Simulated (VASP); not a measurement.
Runs of VASP 6.6.1 on MgAgH3. The structure is that of space group Pm-3m (No. 221), or close to it. The cells are those of the table. 

```csv
cell,k mesh,gap on the mesh (eV),pressure (GPa)
"a = 3.742 Å, 5 atoms",4 × 4 × 4,0.18,-1.1
"a = 4.031 Å, 5 atoms",4 × 4 × 4,0.28,(b)
"a = 3.717 Å, 5 atoms",6 × 6 × 6,0.18,-0.2
"a = 4.140 Å, 5 atoms",4 × 4 × 4,0.30,(a)
```

Alike in all rows: task single point; level PBEsol; potentials or basis VASP PAW PBE potentials, release 64 (Ag, Mg, H); no spin polarisation; cutoff (eV) 600; smearing gaussian 0.05 eV.

**Question.** Fill in the values left out.

**Answer.** (a) -9.3; (b) -8.2.

Caveats: the PAW data sets were made with another functional, which shifts forces and pressure a little.

A k mesh can miss the band edges, and the runs leave out spin-orbit coupling on Ag.
